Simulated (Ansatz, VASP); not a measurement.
**One calculation of Hf, two programs**

```
CELL_PARAMETERS angstrom
-1.80500 1.80500 1.80500
1.80500 -1.80500 1.80500
1.80500 1.80500 -1.80500
ATOMIC_POSITIONS crystal
Hf 0.00000 0.00000 0.00000
```

Alike in both runs: task electric field gradients; functional PBE; k mesh 14 × 14 × 14; occupations fermi-dirac, width 0.05 eV; no spin polarisation.

|  | VASP | Ansatz |
| --- | --- | --- |
| version | VASP 6.6.1 | Ansatz 0.2.0 |
| potentials or method | VASP PAW PBE potentials, release 64 (Hf_pv), cutoff 520 eV | all-electron PAW with datasets made for the crystal, scalar-relativistic |

VASP gave:

```
pressure (GPa) : -5.3
```

Task: Which values does Ansatz return?

Result: Pressure (GPa): -4.9.

Ansatz ran all-electron here, and VASP with PAW potentials.

Neither program's run includes spin-orbit coupling.
